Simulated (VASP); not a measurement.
# Ta in VASP: single point with PBE+D3(BJ)

Aim: the single point of Ta with PBE+D3(BJ).

All numbers are computed with VASP 6.6.1; they aren't measurements. Logs are shortened: lines on timing, memory, paths and dates and some standing lists are left out, and cuts for length are marked.

## (1) The cell of the first run

The cell holds a slab with vacuum, 17 atoms: a = 6.620 Å, b = 6.620 Å, c = 15.965 Å, α = 90.00°, β = 90.00°, γ = 90.00°.

## (2) Single point, PBE+D3(BJ)

INCAR reads:

```
SYSTEM = Ta
PREC     = Accurate       ! precision mode
ENCUT    = 520            ! plane-wave cutoff, eV
EDIFF    = 1E-6           ! SCF threshold, eV
ISMEAR   = -1             ! smearing method
SIGMA    = 0.05           ! smearing width, eV
LREAL    = Auto         
LASPH    = .TRUE.         ! aspherical terms in the spheres
NELM     = 80             ! most SCF steps
ALGO     = Normal         ! electronic algorithm
ISIF     = 2              ! what is computed and relaxed
LWAVE    = .FALSE.        ! write WAVECAR
LCHARG   = .FALSE.        ! write CHGCAR
GGA      = PE             ! functional
IVDW     = 12             ! dispersion correction
NBANDS   = 108            ! bands
```

KPOINTS reads:

```
regular mesh
0
G
  2 2 1
  0 0 0
```

POSCAR reads:

```
Ta
1.0
    6.6200000000      0.0000000000      0.0000000000
    0.0000000000      6.6200000000      0.0000000000
    0.0000000000      0.0000000000     15.9650000000
Ta
17
Direct
    0.2500000000      0.2500000000      0.0626370000
    0.7500000000      0.2500000000      0.0626370000
    0.2500000000      0.7500000000      0.0626370000
    0.7500000000      0.7500000000      0.0626370000
   -0.0007855881     -0.0007876960      0.1546587583
    0.5007864437     -0.0007869868      0.1546575350
   -0.0007221968      0.5006469577      0.1546327022
    0.5007222095      0.5006458254      0.1546317917
    0.2499999597      0.2498899822      0.2552210309
    0.7499998218      0.2500878324      0.2582929019
    0.2500034951      0.7497431496      0.2581963296
    0.7500001495      0.7497929567      0.2612291613
    0.0070389691      0.0069852410      0.3592830353
    0.4929646316      0.0069883247      0.3592841551
    0.0072378115      0.4927412349      0.3593724213
    0.4927662081      0.4927380209      0.3593728897
    0.2499984716      0.2496299933      0.4439109518
```

Potentials or basis: VASP PAW PBE potentials, release 64 (Ta_pv).

On the command line:

```bash
> cat potpaw_PBE.64/Ta_pv/POTCAR > POTCAR
> mpirun -np 1 vasp_std > vasp.out
```

OUTCAR:

```text
SYSTEM = Ta
   PREC = Accurate
   ENCUT = 520
   EDIFF = 1E-6
   ISMEAR = -1
   LREAL = Auto
   LASPH = .TRUE.
   NELM = 80
   ISIF = 2
   GGA = PE
   IVDW = 12
 IVDW          = 12

 ion  position               nearest neighbor table
   1  0.250  0.250  0.063-   8 2.77   7 2.77   6 2.77   5 2.77   9 3.07   3 3.31   2 3.31   3 3.31
                             2 3.31
   2  0.750  0.250  0.063-   8 2.76   7 2.76   6 2.76   5 2.76  10 3.12   4 3.31   1 3.31   4 3.31
                             1 3.31
   3  0.250  0.750  0.063-   6 2.76   5 2.76   8 2.76   7 2.76  11 3.12   4 3.31   1 3.31   1 3.31
                             4 3.31
   4  0.750  0.750  0.063-   6 2.76   5 2.76   8 2.76   7 2.76  12 3.17   3 3.31   2 3.31   2 3.31
                             3 3.31
   5  0.999  0.999  0.155-   4 2.76   3 2.76   2 2.76   1 2.77   9 2.84  11 2.87  10 2.87  12 2.89
                            13 3.27   6 3.30   7 3.30   7 3.32   6 3.32
   6  0.501  0.999  0.155-   4 2.76   3 2.76   2 2.76   1 2.77   9 2.84  11 2.87  10 2.87  12 2.89
                            14 3.27   5 3.30   8 3.30   8 3.32   5 3.32
   7  0.999  0.501  0.155-   4 2.76   2 2.76   3 2.76   1 2.77   9 2.84  11 2.86  10 2.87  12 2.89
                            15 3.27   8 3.30   5 3.30   5 3.32   8 3.32
   8  0.501  0.501  0.155-   4 2.76   2 2.76   3 2.76   1 2.77   9 2.84  11 2.86  10 2.87  12 2.89
                            16 3.27   7 3.30   6 3.30   6 3.32   7 3.32
   9  0.250  0.250  0.255-  15 2.82  16 2.82  13 2.82  14 2.82   5 2.84   6 2.84   7 2.84   8 2.84
                            17 3.01   1 3.07  11 3.31  10 3.31  10 3.31  11 3.31
  10  0.750  0.250  0.258-  16 2.84  15 2.84  14 2.84  13 2.84   7 2.87   8 2.87   5 2.87   6 2.87
                             2 3.12  12 3.31   9 3.31   9 3.31  12 3.31
  11  0.250  0.750  0.258-  15 2.84  16 2.84  13 2.84  14 2.84   8 2.86   7 2.86   6 2.87   5 2.87
                             3 3.12   9 3.31  12 3.31  12 3.31   9 3.31
  12  0.750  0.750  0.261-  13 2.87  14 2.87  15 2.87  16 2.87   7 2.89   8 2.89   5 2.89   6 2.89
                             4 3.17  10 3.31  11 3.31  11 3.31  10 3.31
  13  0.007  0.007  0.359-  17 2.64   9 2.82  10 2.84  11 2.84  12 2.87  15 3.22  14 3.22   5 3.27
                            14 3.40  15 3.40
  14  0.493  0.007  0.359-  17 2.64   9 2.82  10 2.84  11 2.84  12 2.87  16 3.22  13 3.22   6 3.27
                            13 3.40  16 3.40
  15  0.007  0.493  0.359-  17 2.64   9 2.82  10 2.84  11 2.84  12 2.87  16 3.21  13 3.22   7 3.27
                            13 3.40  16 3.41
  16  0.493  0.493  0.359-  17 2.64   9 2.82  10 2.84  11 2.84  12 2.87  15 3.21  14 3.22   8 3.27
                            14 3.40  15 3.41
  17  0.250  0.250  0.444-  13 2.64  14 2.64  15 2.64  16 2.64   9 3.01

  LATTYP: Found a simple tetragonal cell.
 ALAT       =     6.6200000000
 C/A-ratio  =     2.4116314199

  Lattice vectors:

 A1 = (   6.6200000000,   0.0000000000,   0.0000000000)
 A2 = (   0.0000000000,   6.6200000000,   0.0000000000)
 A3 = (   0.0000000000,   0.0000000000,  15.9650000000)

Analysis of symmetry for initial positions (statically):
=====================================================================
 Subroutine PRICEL returns:
 Original cell was already a primitive cell.

 Routine SETGRP: Setting up the symmetry group for a
 simple tetragonal supercell.

 Subroutine GETGRP returns: Found  2 space group operations
 (whereof  1 operations were pure point group operations)
 out of a pool of 16 trial point group operations.

The static configuration has the point symmetry C_1 .
 The point group associated with its full space group is C_1h.

Analysis of symmetry for dynamics (positions and initial velocities):
=====================================================================
 Subroutine PRICEL returns:
 Original cell was already a primitive cell.

 Routine SETGRP: Setting up the symmetry group for a
 simple tetragonal supercell.

 Subroutine GETGRP returns: Found  2 space group operations
 (whereof  1 operations were pure point group operations)
 out of a pool of 16 trial point group operations.

The dynamic configuration has the point symmetry C_1 .
 The point group associated with its full space group is C_1h.

 Subroutine INISYM returns: Found  2 space group operations
 (whereof  1 operations are pure point group operations),
 and found     1 'primitive' translations

----------------------------------------------------------------------------------------

                                     Primitive cell

  volume of cell :     699.6565

  direct lattice vectors                    reciprocal lattice vectors
     6.620000000  0.000000000  0.000000000     0.151057402  0.000000000  0.000000000
[... 49 lines left out ...]
Automatic generation of k-mesh.
 Grid dimensions read from file:
 generate k-points for:    2    2    1

 Generating k-lattice:

  Cartesian coordinates                     Fractional coordinates (reciprocal lattice)
     0.075528701  0.000000000  0.000000000     0.500000000  0.000000000  0.000000000
     0.000000000  0.075528701  0.000000000     0.000000000  0.500000000  0.000000000
     0.000000000  0.000000000  0.062637018     0.000000000  0.000000000  1.000000000

  Length of vectors
     0.075528701  0.075528701  0.062637018

  Shift w.r.t. Gamma in fractional coordinates (k-lattice)
     0.000000000  0.000000000  0.000000000

 Subroutine IBZKPT returns following result:
 ===========================================

 Found      4 irreducible k-points:

 Following reciprocal coordinates:
            Coordinates               Weight
  0.000000  0.000000  0.000000      1.000000
  0.500000  0.000000  0.000000      1.000000
  0.000000  0.500000  0.000000      1.000000
  0.500000  0.500000  0.000000      1.000000
   k-points           NKPTS =      4   k-points in BZ     NKDIM =      4   number of bands    NBANDS=    108
   number of dos      NEDOS =    301   number of ions     NIONS =     17
   total plane-waves  NPLWV = 300000
   dimension x,y,z NGX =    50 NGY =   50 NGZ =  120
   dimension x,y,z NGXF=   100 NGYF=  100 NGZF=  240
   ions per type =              17
   NGX,Y,Z   is equivalent  to a cutoff of  12.56, 12.56, 12.50 a.u.
   NGXF,Y,Z  is equivalent  to a cutoff of  25.11, 25.11, 24.99 a.u.
 SYSTEM =  Ta
   PREC   = accura    normal or accurate (medium, high low for compatibility)
   ISTART =      0    job   : 0-new  1-cont  2-samecut
   ICHARG =      2    charge: 1-file 2-atom 10-const
   ISPIN  =      1    spin polarized calculation?
   LNONCOLLINEAR =      F non collinear calculations
   LSORBIT =      F    spin-orbit coupling
   LASPH  =      T    aspherical Exc in radial PAW
   ENCUT  =  520.0 eV  38.22 Ry    6.18 a.u.  12.31 12.31 29.68*2*pi/ulx,y,z
   NELM   =     80;   NELMIN=  2; NELMDL= -5     # of ELM steps
   EDIFF  = 0.1E-05   stopping-criterion for ELM
   LREAL  =      T    real-space projection
   EDIFFG = 0.1E-04   stopping-criterion for IOM
   NSW    =      0    number of steps for IOM
   IBRION =     -1    ionic relax: 0-MD 1-quasi-New 2-CG
   NFREE  =      0    steps in history (QN), initial steepest desc. (CG)
   ISIF   =      2    stress and relaxation
   ISYM   =      2    0-nonsym 1-usesym 2-fastsym
   POTIM  = 0.5000    time-step for ionic-motion
   TEBEG  =    0.0;   TEEND  =   0.0 temperature during run
   PSTRESS=    0.0 pullay stress
   NELECT =     187.0000    total number of electrons
   NUPDOWN=      -1.0000    fix difference up-down
   EMIN   =  10.00;   EMAX   =-10.00  energy-range for DOS
   EFERMI =   0.00;   METHOD = LEGACY
   ISMEAR =    -1;   SIGMA  =   0.05  broadening in eV -4-tet -1-fermi 0-gaus
   EFERMI_NEDOS =   21; number of points for ismear=-14 and -15
   IALGO  =     38    algorithm
   IMIX   =      4    mixing-type and parameters
     AMIX     =   0.40;   BMIX     =  1.00
     AMIX_MAG =   1.60;   BMIX_MAG =  1.00
  volume/ion in A,a.u.               =      41.16       277.74
  Fermi-wavevector in a.u.,A,eV,Ry     =   1.054534  1.992779 15.130236  1.112041
  Thomas-Fermi vector in A             =   2.189697
   LORBIT       =      0    0 simple, 1 ext, 2 COOP (PROOUT), +10 PAW based schemes
   GGA     = PE    functional components
   LHFCALC =     F    Hartree Fock is set to
   AEXX    =    0.0000 exact exchange contribution
   IVDW    =    12    specifies the selected vdW correction
   LEPSILON=     F    determine dielectric tensor
   LRPA    =     F    only Hartree local field effects (RPA)
 non-spin polarized calculation
  energy-cutoff  :      520.00
  volume of cell :      699.66
 maximum number of plane-waves:     18931
 NGX is ok and might be reduce to    50
   NGX = 25   NGY = 25   NGZ = 59

 number of electron     186.9999964 magnetization

 Free energy of the ion-electron system (eV)
  ---------------------------------------------------
  ext. energy  EPLUGINS =         0.00000000
  ---------------------------------------------------
  free energy    TOTEN  =      -186.50175273 eV

  energy without entropy =     -186.39458526  energy(sigma->0) =     -186.44816900

 E-fermi :   0.6361     XC(G=0):  -6.8998

 val. band max:        0.6015819641   @ k =   0.0000   0.5000   0.0000
 cond. band min:       0.6722882432   @ k =   0.0000   0.0000   0.0000
 fundamental gap:      0.0707062791
 Fermi energy:         0.6360699125

 k-point     1 :       0.0000    0.0000    0.0000
  band No.  band energies     occupation
      1     -34.2554      2.00000
      2     -34.2224      2.00000
      3     -34.2043      2.00000
      4     -34.2042      2.00000
      5     -34.1657      2.00000
      6     -34.1656      2.00000
[... 421 lines left out ...]
    104       1.1155      0.00014
    105       1.3258      0.00000
 [bands above 105 left out]

------------------------ aborting loop because EDIFF is reached ----------------------------------------

 Edisp (eV)   -7.11367

 E8    (eV) :    -3.8625

  FORCE on cell =-STRESS in cart. coord.  units (eV):
  Direction    XX          YY          ZZ          XY          YZ          ZX
  --------------------------------------------------------------------------------------
  -------------------------------------------------------------------------------------
  Total     -15.65236   -15.65961    -0.31962     0.00000     0.02996     0.00000
  in kB     -35.84311   -35.85970    -0.73190     0.00000     0.06860     0.00000
  external pressure =      -24.14 kB  Pullay stress =        0.00 kB

 VOLUME and BASIS-vectors are now :
 -----------------------------------------------------------------------------
  energy-cutoff  :      520.00
  volume of cell :      699.66
      direct lattice vectors                 reciprocal lattice vectors
     6.620000000  0.000000000  0.000000000     0.151057402  0.000000000  0.000000000
     0.000000000  6.620000000  0.000000000     0.000000000  0.151057402  0.000000000
     0.000000000  0.000000000 15.965000000     0.000000000  0.000000000  0.062637018

 POSITION                                       TOTAL-FORCE (eV/Angst)
 -----------------------------------------------------------------------------------
      1.65500      1.65500      1.00000         0.000000     -0.005382     -0.096782
      4.96500      1.65500      1.00000         0.000000     -0.003704     -0.026728
      1.65500      4.96500      1.00000         0.000000      0.000608     -0.025978
      4.96500      4.96500      1.00000         0.000000     -0.001112      0.122870
      6.61480      6.61479      2.46913        -0.001722     -0.004639     -0.013002
      3.31521      6.61479      2.46911         0.001722     -0.004639     -0.013002
[... 9 lines left out ...]
      3.26211      3.26193      5.73739        -0.008593     -0.011101     -0.002353
      1.65499      1.65255      7.08704         0.000000      0.004182      0.012799
 -----------------------------------------------------------------------------------
    total drift:                               -0.008129     -0.001151     -0.006840

  FREE ENERGIE OF THE ION-ELECTRON SYSTEM (eV)
  ---------------------------------------------------
  free  energy   TOTEN  =      -193.6154239805 eV

  energy  without entropy=     -193.5082565041  energy(sigma->0) =     -193.56184024
```

It took 10 min on 1 thread of Intel Xeon 6975P-C (Granite Rapids), shared host; peak memory 0.68 GiB.

Results:

| Item | Value |
| --- | --- |
| Free energy | -193.6154 eV |
| Largest force | 0.123 eV/Å |
| Band gap on the k mesh | zero (an odd number of electrons rules out a gap without spin polarisation) |
| Dispersion energy per atom | -0.418 eV |

Forces in eV/Å, atoms in the order of the input:
```
Ta   0.000 -0.005 -0.097
Ta   0.000 -0.004 -0.027
Ta   0.000  0.001 -0.026
Ta   0.000 -0.001  0.123
Ta  -0.002 -0.005 -0.013
Ta   0.002 -0.005 -0.013
Ta  -0.005  0.006 -0.012
Ta   0.005  0.006 -0.012
Ta   0.000  0.000  0.035
Ta   0.000 -0.009  0.009
Ta   0.000  0.011  0.026
Ta   0.000  0.006  0.004
Ta   0.015  0.009 -0.002
Ta  -0.015  0.009 -0.002
Ta   0.009 -0.011 -0.002
Ta  -0.009 -0.011 -0.002
Ta   0.000  0.004  0.013
```

Caveat: the k points lie up to 0.47 Å⁻¹ apart, too coarse for converged energies and pressures of a metal; there is no dipole correction, which matters where the two faces differ; spin-orbit coupling is left out, which moves the levels of the heavy elements.

The gap in the log of VASP goes by the Fermi energy; the results here count the filled bands.